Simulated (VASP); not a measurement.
# Se: single point with PBEsol

Crystal: Se.

```
Se
1.0
     0.00000    2.04045    2.04045
     2.04045    0.00000    2.04045
     2.04045    2.04045    0.00000
Se
1
Direct
  0.00000 0.00000 0.00000
```

This cell differs from its parent crystal: volume scaled by 0.88.

```json
{"Program": "VASP 6.6.1", "Task": "single point", "Functional": "PBEsol", "Potentials or basis": "VASP PAW PBE potentials, release 64 (Se)", "Cutoff": "520 eV", "k mesh": "14 × 14 × 14", "Occupations": "fermi-dirac, width 0.1 eV", "Spin": "no spin polarisation", "Dipole correction": "no", "Further INCAR settings": "ALGO = Normal; EDIFF = 1e-06; NBANDS = 9"}
```

| Property | Result |
| --- | --- |
| Pressure | 13.7 GPa |
| Band gap on the k mesh | zero (band 3 reaches 11.73 eV, above the bottom of band 4 at 4.66 eV) |

Levels at points of the mesh, in eV from the Fermi level:
| k point | band 1 | band 2 | band 3 | band 4 | band 5 | band 6 | band 7 |
| --- | --- | --- | --- | --- | --- | --- | --- |
| (0.00, 0.00, 0.00) | -17.83 | 4.08 | 4.08 | 4.08 | 12.36 | 12.36 | 12.36 |
| (0.50, 0.00, 0.00) | -13.50 | -8.33 | 2.41 | 2.41 | 9.21 | 11.29 | 11.29 |
| (0.50, 0.50, 0.00) | -11.71 | -7.25 | -0.99 | -0.99 | 4.53 | 5.30 | 24.88 |

Run time: 4.5 s on 1 thread of Intel(R) Xeon(R) 6975P-C (Granite Rapids), with other jobs on the host, peak memory 0.14 GiB.

Caveat: the PAW data sets were made with another functional, which shifts forces and pressure a little.
